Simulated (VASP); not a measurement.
# BP (F-43m) in VASP: vibrations by perturbation theory with LDA

Aim: the vibrations by perturbation theory of BP with LDA.

Program: VASP 6.6.1. These are calculated values, not measurements. Logs are shortened: lines on timing, memory, paths and dates and some standing lists are left out, and cuts for length are marked.

**1. The cell of the first run**

It takes space group F-43m (No. 216, cubic). The conventional cell has a = 4.492 Å, b = 4.492 Å, c = 4.492 Å, α = 90.00°, β = 90.00°, γ = 90.00°. Within 2.6 Å of B (site symmetry -43m) lie 4 P at 1.94 Å. Within 2.6 Å of P (site symmetry -43m) lie 4 B at 1.94 Å.

**2. Vibrations by perturbation theory, LDA**

The input, INCAR:

```
  PREC = Accurate
  ENCUT = 500
  EDIFF = 1E-8
  ISMEAR = 0
  SIGMA = 0.01
  LREAL = F
  LASPH = T
  NELM = 120
  ALGO = Normal
  ISIF = 2
  LWAVE = F
  LCHARG = F
  NBANDS = 11
  IBRION = 8
  NSW = 1
  GGA_COMPAT = F
```

The input, KPOINTS:

```
Automatic mesh
0
Gamma
  6 6 6
```

The input, POSCAR:

```
BP
1.0
    0.0000000000      2.2458268444      2.2458268444
    2.2458268444      0.0000000000      2.2458268444
    2.2458268444      2.2458268444      0.0000000000
B P
1 1
Direct
    0.0000000000      0.0000000000      0.0000000000
    0.2500000000      0.2500000000      0.2500000000
```

Potentials or basis: VASP PAW LDA potentials, release 64 (B, P).

On the command line:

```
> cat potpaw_LDA.64/B/POTCAR potpaw_LDA.64/P/POTCAR > POTCAR
> mpirun -np 1 vasp_std > vasp.out
```

OUTCAR:

```text
PREC = Accurate
   ENCUT = 500
   EDIFF = 1E-8
   ISMEAR = 0
   LREAL = F
   LASPH = T
   NELM = 120
   ISIF = 2
   IBRION = 8
   NSW = 1

 ion  position               nearest neighbor table
   1  0.000  0.000  0.000-   2 1.94   2 1.94   2 1.94   2 1.94
   2  0.250  0.250  0.250-   1 1.94   1 1.94   1 1.94   1 1.94

  LATTYP: Found a face centered cubic cell.
 ALAT       =     4.4916536888

  Lattice vectors:

 A1 = (   0.0000000000,   2.2458268444,   2.2458268444)
 A2 = (   2.2458268444,   0.0000000000,   2.2458268444)
 A3 = (   2.2458268444,   2.2458268444,   0.0000000000)

Analysis of symmetry for initial positions (statically):
=====================================================================
 Subroutine PRICEL returns:
 Original cell was already a primitive cell.

 Routine SETGRP: Setting up the symmetry group for a
 face centered cubic supercell.

 Subroutine GETGRP returns: Found 24 space group operations
 (whereof 24 operations were pure point group operations)
 out of a pool of 48 trial point group operations.

The static configuration has the point symmetry T_d .

Analysis of symmetry for dynamics (positions and initial velocities):
=====================================================================
 Subroutine PRICEL returns:
 Original cell was already a primitive cell.

 Routine SETGRP: Setting up the symmetry group for a
 face centered cubic supercell.

 Subroutine GETGRP returns: Found 24 space group operations
 (whereof 24 operations were pure point group operations)
 out of a pool of 48 trial point group operations.

The dynamic configuration has the point symmetry T_d .

 Subroutine INISYM returns: Found 24 space group operations
 (whereof 24 operations are pure point group operations),
 and found     1 'primitive' translations

----------------------------------------------------------------------------------------

                                     Primitive cell

  volume of cell :      22.6547

  direct lattice vectors                    reciprocal lattice vectors
     0.000000000  2.245826844  2.245826844    -0.222635152  0.222635152  0.222635152
     2.245826844  0.000000000  2.245826844     0.222635152 -0.222635152  0.222635152
     2.245826844  2.245826844  0.000000000     0.222635152  0.222635152 -0.222635152

  length of vectors
     3.176078782  3.176078782  3.176078782     0.385615394  0.385615394  0.385615394

  position of ions in fractional coordinates (direct lattice)
     0.000000000  0.000000000  0.000000000
     0.250000000  0.250000000  0.250000000

  ion indices of the primitive-cell ions
   primitive index   ion index
                 1           1
                 2           2

----------------------------------------------------------------------------------------

 KPOINTS: Automatic mesh

Automatic generation of k-mesh.
 Grid dimensions read from file:
 generate k-points for:    6    6    6

 Generating k-lattice:

  Cartesian coordinates                     Fractional coordinates (reciprocal lattice)
    -0.037105859  0.037105859  0.037105859     0.166666667  0.000000000  0.000000000
     0.037105859 -0.037105859  0.037105859     0.000000000  0.166666667  0.000000000
     0.037105859  0.037105859 -0.037105859     0.000000000  0.000000000  0.166666667

  Length of vectors
     0.064269232  0.064269232  0.064269232

  Shift w.r.t. Gamma in fractional coordinates (k-lattice)
     0.000000000  0.000000000  0.000000000

 Subroutine IBZKPT returns following result:
 ===========================================

 Found     16 irreducible k-points:

 Following reciprocal coordinates:
            Coordinates               Weight
  0.000000  0.000000  0.000000      1.000000
  0.166667  0.000000  0.000000      8.000000
  0.333333  0.000000  0.000000      8.000000
  0.500000  0.000000  0.000000      4.000000
  0.166667  0.166667  0.000000      6.000000
  0.333333  0.166667  0.000000     24.000000
[... 8 lines left out ...]
 -0.333333  0.333333  0.166667     24.000000
 -0.333333  0.500000  0.166667     12.000000
   k-points           NKPTS =     16   k-points in BZ     NKDIM =     16   number of bands    NBANDS=     11
   number of dos      NEDOS =    301   number of ions     NIONS =      2
   total plane-waves  NPLWV =  13824
   dimension x,y,z NGX =    24 NGY =   24 NGZ =   24
   dimension x,y,z NGXF=    48 NGYF=   48 NGZF=   48
   ions per type =               1   1
   NGX,Y,Z   is equivalent  to a cutoff of  12.56, 12.56, 12.56 a.u.
   NGXF,Y,Z  is equivalent  to a cutoff of  25.12, 25.12, 25.12 a.u.
 SYSTEM =  unknown system
   PREC   = accura    normal or accurate (medium, high low for compatibility)
   ISTART =      0    job   : 0-new  1-cont  2-samecut
   ICHARG =      2    charge: 1-file 2-atom 10-const
   ISPIN  =      1    spin polarized calculation?
   LNONCOLLINEAR =      F non collinear calculations
   LSORBIT =      F    spin-orbit coupling
   LASPH  =      T    aspherical Exc in radial PAW
   ENCUT  =  500.0 eV  36.75 Ry    6.06 a.u.   5.79  5.79  5.79*2*pi/ulx,y,z
   NELM   =    120;   NELMIN=  2; NELMDL= -5     # of ELM steps
   EDIFF  = 0.1E-07   stopping-criterion for ELM
   LREAL  =      F    real-space projection
   EDIFFG = 0.1E-06   stopping-criterion for IOM
   NSW    =      1    number of steps for IOM
   IBRION =      8    ionic relax: 0-MD 1-quasi-New 2-CG
   NFREE  =      0    steps in history (QN), initial steepest desc. (CG)
   ISIF   =      2    stress and relaxation
   ISYM   =      2    0-nonsym 1-usesym 2-fastsym
   POTIM  = 0.5000    time-step for ionic-motion
   TEBEG  =    0.0;   TEEND  =   0.0 temperature during run
   PSTRESS=    0.0 pullay stress
   NELECT =       8.0000    total number of electrons
   NUPDOWN=      -1.0000    fix difference up-down
   EMIN   =  10.00;   EMAX   =-10.00  energy-range for DOS
   EFERMI =   0.00;   METHOD = LEGACY
   ISMEAR =     0;   SIGMA  =   0.01  broadening in eV -4-tet -1-fermi 0-gaus
   EFERMI_NEDOS =   21; number of points for ismear=-14 and -15
   IALGO  =     38    algorithm
   IMIX   =      4    mixing-type and parameters
     AMIX     =   0.40;   BMIX     =  1.00
     AMIX_MAG =   1.60;   BMIX_MAG =  1.00
  volume/ion in A,a.u.               =      11.33        76.44
  Fermi-wavevector in a.u.,A,eV,Ry     =   1.157138  2.186674 18.217776  1.338969
  Thomas-Fermi vector in A             =   2.293752
   LORBIT       =      0    0 simple, 1 ext, 2 COOP (PROOUT), +10 PAW based schemes
   GGA     = CA    functional components
   LHFCALC =     F    Hartree Fock is set to
   AEXX    =    0.0000 exact exchange contribution
   IVDW    =     0    specifies the selected vdW correction
   LEPSILON=     F    determine dielectric tensor
   LRPA    =     F    only Hartree local field effects (RPA)
 non-spin polarized calculation
 Gauss-broadening in eV      SIGMA  =   0.01
  energy-cutoff  :      500.00
  volume of cell :       22.65
 maximum number of plane-waves:       589
   NGX = 11   NGY = 11   NGZ = 11

--------------------------------------- Ionic step        1  -------------------------------------------

 number of electron       8.0000001 magnetization

 Free energy of the ion-electron system (eV)
  ---------------------------------------------------
  ext. energy  EPLUGINS =         0.00000000
  ---------------------------------------------------
  free energy    TOTEN  =       -14.38114601 eV

  energy without entropy =      -14.38114601  energy(sigma->0) =      -14.38114601

 E-fermi :   7.8827     XC(G=0): -11.2138

 val. band max:        7.7839134800   @ k =   0.0000   0.0000   0.0000
 cond. band min:       9.0238633455   @ k =   0.5000   0.5000   0.0000
 fundamental gap:      1.2399498655
 Fermi energy:         7.8826790656

 k-point     1 :       0.0000    0.0000    0.0000
  band No.  band energies     occupation
      1      -7.8831      2.00000
      2       7.7839      2.00000
      3       7.7839      2.00000
      4       7.7839      2.00000
      5      11.2084      0.00000
      6      11.2084      0.00000
      7      11.2084      0.00000
      8      15.6258      0.00000
      9      19.2545      0.00000
     10      20.0525      0.00000
     11      20.0525      0.00000
[... 198 lines left out ...]
  band No.  band energies     occupation
      1      -2.6663      2.00000
      2      -0.4676      2.00000
      3       2.3169      2.00000
      4       2.4254      2.00000
      5      11.5601      0.00000
      6      12.1958      0.00000
      7      17.0552      0.00000
      8      17.6892      0.00000
      9      20.8319      0.00000
     10      24.1476      0.00000
     11      24.5249      0.00000

------------------------ aborting loop because EDIFF is reached ----------------------------------------

  FORCE on cell =-STRESS in cart. coord.  units (eV):
  Direction    XX          YY          ZZ          XY          YZ          ZX
  --------------------------------------------------------------------------------------
  -------------------------------------------------------------------------------------
  Total       -0.0153310     -0.0153310     -0.0153310      0.0000000      0.0000000     -0.0000000
  in kB       -1.0842335     -1.0842335     -1.0842335      0.0000000      0.0000000     -0.0000000
  external PRESSURE =      -1.0842335 kB  Pullay stress =       0.0000000 kB

 VOLUME and BASIS-vectors are now :
 -----------------------------------------------------------------------------
  energy-cutoff  :      500.00
  volume of cell :       22.65
      direct lattice vectors                 reciprocal lattice vectors
     0.000000000  2.245826844  2.245826844    -0.222635152  0.222635152  0.222635152
     2.245826844  0.000000000  2.245826844     0.222635152 -0.222635152  0.222635152
     2.245826844  2.245826844  0.000000000     0.222635152  0.222635152 -0.222635152

 POSITION                                       TOTAL-FORCE (eV/Angst)
 -----------------------------------------------------------------------------------
      0.00000      0.00000      0.00000         0.000000      0.000000      0.000000
      1.12291      1.12291      1.12291        -0.000000     -0.000000     -0.000000
 -----------------------------------------------------------------------------------
    total drift:                                0.000000      0.000000      0.000000

  FREE ENERGIE OF THE ION-ELECTRON SYSTEM (eV)
  ---------------------------------------------------
  free  energy   TOTEN  =       -14.3811460093 eV

  energy  without entropy=      -14.3811460093  energy(sigma->0) =      -14.38114601

[... ionic steps 2 to 3 ...]

--------------------------------------- Ionic step        4  -------------------------------------------

------------------------ aborting loop because EDIFF is reached ----------------------------------------

[... ionic steps 5 to 6 ...]

--------------------------------------- Ionic step        7  -------------------------------------------

 Free energy of the ion-electron system (eV)
  ---------------------------------------------------
  ---------------------------------------------------
  free energy    TOTEN  =        -0.04122382 eV

  energy without entropy =       -0.04122382

------------------------ aborting loop because EDIFF is reached ----------------------------------------

 INTERNAL STRAIN TENSOR  FOR ION    2  DIRECTION 1   (eV/Angst):
 -----------------------------------------------------------------------------
     0.00380  0.00000  0.00000
     0.00000  0.00210 -7.33593
     0.00000 -7.33593  0.00210

 INTERNAL STRAIN TENSOR FOR ION    2 for displacements in x,y,z  (eV/Angst):
          X           Y           Z          XY          YZ          ZX
  --------------------------------------------------------------------------------
  x     0.00000    -0.00000    -0.00000     0.00000    -7.33593     0.00000
  y    -0.00000     0.00000    -0.00000     0.00000     0.00000    -7.33593
  z    -0.00000    -0.00000     0.00000    -7.33593     0.00000     0.00000

 SECOND DERIVATIVES (NOT SYMMETRIZED)
 ------------------------------------
               1X          1Y          1Z          2X          2Y          2Z
  1X   -19.840334    0.000000    0.000000   19.840334    0.000000    0.000000
  1Y     0.000000  -19.840334    0.000000    0.000000   19.840334    0.000000
  1Z     0.000000    0.000000  -19.840334    0.000000    0.000000   19.840334
  2X    19.851117    0.000000    0.000000  -19.851117    0.000000    0.000000
  2Y     0.000000   19.851117    0.000000    0.000000  -19.851117    0.000000
  2Z     0.000000    0.000000   19.851117    0.000000    0.000000  -19.851117

 Eigenvectors and eigenvalues of the dynamical matrix
 ----------------------------------------------------

   1 f  =   24.599958 THz   154.566096 2PiTHz  820.566281 cm-1   101.737207 meV
             X         Y         Z           dx          dy          dz
      0.000000  0.000000  0.000000     0.000000    0.000000    0.860910
      1.122913  1.122913  1.122913     0.000000    0.000000   -0.508757
[... 21 lines left out ...]
   6 f/i=    0.002927 THz     0.018392 2PiTHz    0.097642 cm-1     0.012106 meV
             X         Y         Z           dx          dy          dz
      0.000000  0.000000  0.000000     0.318707   -0.396560    0.000000
      1.122913  1.122913  1.122913     0.539311   -0.671052    0.000000

--------------------------------------------------------------------------------------------------------

 ELASTIC MODULI CONTR FROM IONIC RELAXATION (kBar)
 Direction    XX          YY          ZZ          XY          YZ          ZX
 --------------------------------------------------------------------------------
 XX          -0.0000     -0.0000     -0.0000     -0.0000     -0.0000     -0.0000
 YY          -0.0000     -0.0000     -0.0000     -0.0000     -0.0000     -0.0000
 ZZ          -0.0000     -0.0000     -0.0000     -0.0000     -0.0000     -0.0000
 XY          -0.0000     -0.0000     -0.0000   -203.5864      0.0000     -0.0000
 YZ          -0.0000     -0.0000     -0.0000      0.0000   -203.5864     -0.0000
 ZX          -0.0000     -0.0000     -0.0000     -0.0000     -0.0000   -203.5864
 --------------------------------------------------------------------------------
```

It took 26 s on 1 thread of Intel Xeon 6975P-C, shared host; peak memory 0.15 GiB.

Results:

```yaml
Highest_phonon_frequency_at_Γ_LO-TO_splitting_left_out: 821 cm⁻¹
```

Phonon frequencies in cm⁻¹ (negative: imaginary):
```
              q point        frequencies
(0.000, 0.000, 0.000)  0 0 0 821 821 821
```

Caveat: the k points lie up to 0.40 Å⁻¹ apart.
